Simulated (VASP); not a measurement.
# Zr in VASP: a series of runs

Runs on Zr. Level: LDA. Tasks: single point.

Everything below comes from runs of VASP 6.6.1. Logs are shortened: lines on timing, memory, paths and dates and some standing lists are left out, and cuts for length are marked.

### Step 1. The cell of the first run

The cell holds a slab with vacuum, 2 atoms: a = 3.144 Å, b = 3.144 Å, c = 18.547 Å, α = 90.00°, β = 90.00°, γ = 120.00°.

### Step 2. Single point, LDA

The input, INCAR:

```
PREC = Accurate
ENCUT = 520
EDIFF = 1E-6
ISMEAR = -1
SIGMA = 0.1
LREAL = F
LASPH = T
NELM = 80
ALGO = Normal
ISIF = 2
LWAVE = F
LCHARG = F
LDIPOL = T
IDIPOL = 3
DIPOL = 0.5 0.5 0.500
GGA = CA
NBANDS = 19
```

The input, KPOINTS:

```
Automatic mesh
0
Gamma
  15 15 1
```

The input, POSCAR:

```
Zr
1.0
    3.1435815868      0.0000000000      0.0000000000
   -1.5717907934      2.7224215131      0.0000000000
    0.0000000000      0.0000000000     18.5467000000
Zr
2
Direct
    0.8333333333      0.1666666667      0.4379715729
    0.1666666667      0.8333333333      0.5620284271
```

Potentials or basis: VASP PAW LDA potentials, release 64 (Zr_sv).

Run with:

```sh
$ cat potpaw_LDA.64/Zr_sv/POTCAR > POTCAR
$ mpirun -np 1 vasp_std > vasp.out
```

OUTCAR:

```text
PREC = Accurate
   ENCUT = 520
   EDIFF = 1E-6
   ISMEAR = -1
   LREAL = F
   LASPH = T
   NELM = 80
   ISIF = 2
   GGA = CA

 ion  position               nearest neighbor table
   1  0.833  0.167  0.438-   2 2.93   2 2.93   2 2.93
   2  0.167  0.833  0.562-   1 2.93   1 2.93   1 2.93

  LATTYP: Found a hexagonal cell.
 ALAT       =     3.1435815868
 C/A-ratio  =     5.8998627800

  Lattice vectors:

 A1 = (   3.1435815868,   0.0000000000,   0.0000000000)
 A2 = (  -1.5717907934,   2.7224215131,   0.0000000000)
 A3 = (   0.0000000000,   0.0000000000,  18.5467000000)

Analysis of symmetry for initial positions (statically):
=====================================================================
 Subroutine PRICEL returns:
 Original cell was already a primitive cell.

 Routine SETGRP: Setting up the symmetry group for a
 hexagonal supercell.

 Subroutine GETGRP returns: Found 12 space group operations
 (whereof  4 operations were pure point group operations)
 out of a pool of 24 trial point group operations.

The static configuration has the point symmetry C_2h.
 The point group associated with its full space group is D_3d.

Analysis of symmetry for dynamics (positions and initial velocities):
=====================================================================
 Subroutine PRICEL returns:
 Original cell was already a primitive cell.

 Routine SETGRP: Setting up the symmetry group for a
 hexagonal supercell.

 Subroutine GETGRP returns: Found 12 space group operations
 (whereof  4 operations were pure point group operations)
 out of a pool of 24 trial point group operations.

The dynamic configuration has the point symmetry C_2h.
 The point group associated with its full space group is D_3d.

 Subroutine INISYM returns: Found 12 space group operations
 (whereof  4 operations are pure point group operations),
 and found     1 'primitive' translations

----------------------------------------------------------------------------------------

                                     Primitive cell

  volume of cell :     158.7255

  direct lattice vectors                    reciprocal lattice vectors
     3.143581587  0.000000000  0.000000000     0.318108493  0.183660024  0.000000000
    -1.571790793  2.722421513  0.000000000     0.000000000  0.367320048  0.000000000
     0.000000000  0.000000000 18.546700000     0.000000000  0.000000000  0.053917948

  length of vectors
     3.143581587  3.143581587 18.546700000     0.367320048  0.367320048  0.053917948

  position of ions in fractional coordinates (direct lattice)
     0.833333333  0.166666667  0.437971573
     0.166666667  0.833333333  0.562028427

  ion indices of the primitive-cell ions
   primitive index   ion index
                 1           1
                 2           2

----------------------------------------------------------------------------------------

 KPOINTS: Automatic mesh

Automatic generation of k-mesh.
 Grid dimensions read from file:
 generate k-points for:   15   15    1

 Generating k-lattice:

  Cartesian coordinates                     Fractional coordinates (reciprocal lattice)
     0.021207233  0.012244002  0.000000000     0.066666667  0.000000000  0.000000000
     0.000000000  0.024488003  0.000000000     0.000000000  0.066666667  0.000000000
     0.000000000  0.000000000  0.053917948     0.000000000  0.000000000  1.000000000

  Length of vectors
     0.024488003  0.024488003  0.053917948

  Shift w.r.t. Gamma in fractional coordinates (k-lattice)
     0.000000000  0.000000000  0.000000000

 Subroutine IBZKPT returns following result:
 ===========================================

 Found     27 irreducible k-points:

 Following reciprocal coordinates:
            Coordinates               Weight
  0.000000  0.000000  0.000000      1.000000
  0.066667 -0.000000  0.000000      6.000000
  0.133333  0.000000  0.000000      6.000000
  0.200000  0.000000  0.000000      6.000000
  0.266667  0.000000  0.000000      6.000000
  0.333333  0.000000  0.000000      6.000000
[... 16 lines left out ...]
  0.333333  0.200000  0.000000     12.000000
  0.400000  0.200000  0.000000      6.000000
 [... further k-points ...]
   k-points           NKPTS =     27   k-points in BZ     NKDIM =     27   number of bands    NBANDS=     19
   number of dos      NEDOS =    301   number of ions     NIONS =      2
   total plane-waves  NPLWV =  80640
   dimension x,y,z NGX =    24 NGY =   24 NGZ =  140
   dimension x,y,z NGXF=    48 NGYF=   48 NGZF=  280
   ions per type =               2
   NGX,Y,Z   is equivalent  to a cutoff of  12.69, 12.69, 12.55 a.u.
   NGXF,Y,Z  is equivalent  to a cutoff of  25.38, 25.38, 25.10 a.u.
 SYSTEM =  unknown system
   PREC   = accura    normal or accurate (medium, high low for compatibility)
   ISTART =      0    job   : 0-new  1-cont  2-samecut
   ICHARG =      2    charge: 1-file 2-atom 10-const
   ISPIN  =      1    spin polarized calculation?
   LNONCOLLINEAR =      F non collinear calculations
   LSORBIT =      F    spin-orbit coupling
   LASPH  =      T    aspherical Exc in radial PAW
   ENCUT  =  520.0 eV  38.22 Ry    6.18 a.u.   5.84  5.84 34.48*2*pi/ulx,y,z
   NELM   =     80;   NELMIN=  2; NELMDL= -5     # of ELM steps
   EDIFF  = 0.1E-05   stopping-criterion for ELM
   LREAL  =      F    real-space projection
   EDIFFG = 0.1E-04   stopping-criterion for IOM
   NSW    =      0    number of steps for IOM
   IBRION =     -1    ionic relax: 0-MD 1-quasi-New 2-CG
   NFREE  =      0    steps in history (QN), initial steepest desc. (CG)
   ISIF   =      2    stress and relaxation
   ISYM   =      2    0-nonsym 1-usesym 2-fastsym
   POTIM  = 0.5000    time-step for ionic-motion
   TEBEG  =    0.0;   TEEND  =   0.0 temperature during run
   PSTRESS=    0.0 pullay stress
   NELECT =      24.0000    total number of electrons
   NUPDOWN=      -1.0000    fix difference up-down
   EMIN   =  10.00;   EMAX   =-10.00  energy-range for DOS
   EFERMI =   0.00;   METHOD = LEGACY
   ISMEAR =    -1;   SIGMA  =   0.10  broadening in eV -4-tet -1-fermi 0-gaus
   EFERMI_NEDOS =   21; number of points for ismear=-14 and -15
   IALGO  =     38    algorithm
   IMIX   =      4    mixing-type and parameters
     AMIX     =   0.40;   BMIX     =  1.00
     AMIX_MAG =   1.60;   BMIX_MAG =  1.00
  volume/ion in A,a.u.               =      79.36       535.57
  Fermi-wavevector in a.u.,A,eV,Ry     =   0.872160  1.648144 10.349457  0.760664
  Thomas-Fermi vector in A             =   1.991370
   LORBIT       =      0    0 simple, 1 ext, 2 COOP (PROOUT), +10 PAW based schemes
   GGA     = CA    functional components
   LHFCALC =     F    Hartree Fock is set to
   AEXX    =    0.0000 exact exchange contribution
   IVDW    =     0    specifies the selected vdW correction
   LEPSILON=     F    determine dielectric tensor
   LRPA    =     F    only Hartree local field effects (RPA)
 non-spin polarized calculation
  energy-cutoff  :      520.00
  volume of cell :      158.73
 maximum number of plane-waves:      4298
 NGX is ok and might be reduce to    24
   NGX = 11   NGY = 11   NGZ = 69

 dipolmoment           0.000000      0.000000      0.000000 electrons x Angstroem

 number of electron      24.0000000 magnetization

 dipolmoment           0.000000      0.000000     -0.000000 electrons x Angstroem

 Free energy of the ion-electron system (eV)
  ---------------------------------------------------
  ext. energy  EPLUGINS =         0.00000000
  ---------------------------------------------------
  free energy    TOTEN  =       -16.76646348 eV

  energy without entropy =      -16.65719526  energy(sigma->0) =      -16.71182937

 E-fermi :  -0.3781     XC(G=0):  -4.2449

 val. band max:       -0.4329125808   @ k =   0.0667   0.0667   0.0000
 cond. band min:      -0.3694664954   @ k =   0.4000   0.0000   0.0000
 fundamental gap:      0.0634460853
 Fermi energy:        -0.3780524628

 k-point     1 :       0.0000    0.0000    0.0000
  band No.  band energies     occupation
      1     -48.9976      2.00000
      2     -48.7991      2.00000
      3     -27.6511      2.00000
      4     -26.7067      2.00000
      5     -26.6825      2.00000
      6     -26.6825      2.00000
[... 11 lines left out ...]
     18       2.8313      0.00000
     19       2.8313      0.00000

 k-point     2 :       0.0667   -0.0000    0.0000
  band No.  band energies     occupation
      1     -48.9906      2.00000
      2     -48.7958      2.00000
      3     -27.6406      2.00000
      4     -26.7824      2.00000
      5     -26.6950      2.00000
      6     -26.6504      2.00000
[... 11 lines left out ...]
     18       2.7026      0.00000
     19       2.7756      0.00000

 k-point     3 :       0.1333    0.0000    0.0000
  band No.  band energies     occupation
      1     -48.9704      2.00000
      2     -48.7867      2.00000
      3     -27.6119      2.00000
      4     -26.9169      2.00000
      5     -26.7297      2.00000
      6     -26.6629      2.00000
[... 11 lines left out ...]
     18       2.4818      0.00000
     19       2.6875      0.00000

 k-point     4 :       0.2000    0.0000    0.0000
  band No.  band energies     occupation
      1     -48.9398      2.00000
      2     -48.7739      2.00000
      3     -27.5745      2.00000
      4     -27.0898      2.00000
      5     -26.7964      2.00000
      6     -26.7791      2.00000
[... 407 lines left out ...]
     18       3.6192      0.00000
     19       5.3055      0.00000

 k-point    23 :       0.3333    0.2000    0.0000
  band No.  band energies     occupation
      1     -48.7988      2.00000
      2     -48.7450      2.00000
      3     -27.5800      2.00000
      4     -27.5064      2.00000
      5     -27.1955      2.00000
      6     -26.9562      2.00000
[... 11 lines left out ...]
     18       3.7244      0.00000
     19       5.8511      0.00000

 k-point    24 :       0.4000    0.2000    0.0000
  band No.  band energies     occupation
      1     -48.7879      2.00000
      2     -48.7474      2.00000
      3     -27.5899      2.00000
      4     -27.5229      2.00000
      5     -27.2010      2.00000
      6     -26.9819      2.00000
[... 11 lines left out ...]
     18       3.6324      0.00000
     19       6.1106      0.00000

 [... further k-points ...]

------------------------ aborting loop because EDIFF is reached ----------------------------------------

 vacuum level on the upper side and lower side of the slab       (xc-potential included)        -0.168        -0.168

  FORCE on cell =-STRESS in cart. coord.  units (eV):
  Direction    XX          YY          ZZ          XY          YZ          ZX
  --------------------------------------------------------------------------------------
  -------------------------------------------------------------------------------------
  Total       -0.5652902     -0.5652902      0.0063170      0.0000000     -0.0000000     -0.0000000
  in kB       -5.7060459     -5.7060459      0.0637640      0.0000000     -0.0000000     -0.0000000
  external PRESSURE =      -3.7827760 kB  Pullay stress =       0.0000000 kB

 VOLUME and BASIS-vectors are now :
 -----------------------------------------------------------------------------
  energy-cutoff  :      520.00
  volume of cell :      158.73
      direct lattice vectors                 reciprocal lattice vectors
     3.143581587  0.000000000  0.000000000     0.318108493  0.183660024  0.000000000
    -1.571790793  2.722421513  0.000000000     0.000000000  0.367320048  0.000000000
     0.000000000  0.000000000 18.546700000     0.000000000  0.000000000  0.053917948

 POSITION                                       TOTAL-FORCE (eV/Angst)
 -----------------------------------------------------------------------------------
      2.35769      0.45374      8.12293         0.000000     -0.000000     -0.010527
     -0.78590      2.26868     10.42377        -0.000000      0.000000      0.010527
 -----------------------------------------------------------------------------------
    total drift:                               -0.000000     -0.000000     -0.000000

  FREE ENERGIE OF THE ION-ELECTRON SYSTEM (eV)
  ---------------------------------------------------
  free  energy   TOTEN  =       -16.7664634752 eV

  energy  without entropy=      -16.6571952557  energy(sigma->0) =      -16.71182937

 vacuum level on the upper side and lower side of the slab         3.874         3.874
```

Run time: 36 s. Hardware: 1 thread of Intel Xeon 6975P-C (Granite Rapids), shared host; peak memory 0.25 GiB.

What came out:

* Free energy: -16.7665 eV
* Largest force: 0.011 eV/Å
* Band gap on the k mesh: zero (bands 12 and 13 overlap by 0.68 eV)

Forces in eV/Å, atoms in the order of the input:
```
Zr   0.000  0.000 -0.011
Zr   0.000  0.000  0.011
```

(Part 1 of 2 ends here.)

The gap in the log of VASP goes by the Fermi energy; the results here count the filled bands.